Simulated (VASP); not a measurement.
Crystal: Pb.

```
CELL_PARAMETERS angstrom
0.00000 2.49475 2.49475
2.49475 0.00000 2.49475
2.49475 2.49475 0.00000
ATOMIC_POSITIONS crystal
Pb 0.00000 0.00000 0.00000
```

- Program: VASP 6.6.1
- Task: relaxation of cell and atoms
- Functional: PBE
- Potentials or basis: VASP PAW PBE potentials, release 64 (Pb_d)
- Cutoff: 600 eV
- k mesh: 14 × 14 × 14
- Occupations: gaussian, width 0.1 eV
- Spin: no spin polarisation

At the start: pressure 1.3 GPa; volume 31.05 Å³/atom.

Q: Where does the relaxation end?

A: Over 3 steps the energy falls by 3.8 meV/atom and the volume is 32.01 Å³/atom (+3.1 %); space group Fm-3m (No. 225, to 0.1 Å) before and after.

The path:
```tsv
step	energy change (eV)	largest force (eV/Å)	pressure (GPa)	volume (Å³)
1	0.0000	0.0000	1.31	31.05
2	-0.0036	0.0000	-0.24	32.21
3	-0.0038	0.0000	0.00	32.01
```

Final structure:
```cif
data_structure
_symmetry_space_group_name_H-M 'P 1'
_symmetry_Int_Tables_number 1
_cell_length_a 3.5640
_cell_length_b 3.5640
_cell_length_c 3.5640
_cell_angle_alpha 60.000
_cell_angle_beta 60.000
_cell_angle_gamma 60.000
_cell_volume 32.01
loop_
_atom_site_label
_atom_site_type_symbol
_atom_site_fract_x
_atom_site_fract_y
_atom_site_fract_z
_atom_site_occupancy
Pb1 Pb 0.00000 0.00000 0.00000 1
```
